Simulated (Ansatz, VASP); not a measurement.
# Te3Pb: VASP beside Ansatz

```
Te Pb
1.0
     6.87658    0.00000    0.00000
    -3.43829    5.95529    0.00000
     0.00000    0.00000    6.00963
Te Pb
6 2
Direct
  0.17547 0.35094 0.25000
  0.64906 0.82453 0.25000
  0.17547 0.82453 0.25000
  0.82453 0.64906 0.75000
  0.35094 0.17547 0.75000
  0.82453 0.17547 0.75000
  0.33333 0.66667 0.75000
  0.66667 0.33333 0.25000
```

Change from the starting cell: species swapped into the Zn3Cu type (P6_3/mmc, No. 194).

Alike in both runs: functional PBE; k mesh 6 × 6 × 8; occupations gaussian, width 0.1 eV; no spin polarisation.

Ansatz relaxed the structure, and its values are those at the end. VASP's run is a single point on that final structure, the one shown.

```csv
,VASP,Ansatz
version,VASP 6.6.1,Ansatz 0.2.0
potentials or method,"VASP PAW PBE potentials, release 64 (Te, Pb_d), cutoff 520 eV","scalar-relativistic, plane waves, PAW"
valence electrons in the cell,64,124
```

```csv
,VASP,Ansatz,Ansatz less VASP
gap on the k mesh at the Fermi level (eV),none,none,-
pressure (GPa),-0.1,0.0,+0.05
```

A gap of «none» marks a metal or a gap that the smearing closes. VASP's potentials hold 64 valence electrons a cell and Ansatz's 124, so a difference there can come from the potentials and not from the codes.

Spin-orbit coupling is off throughout.
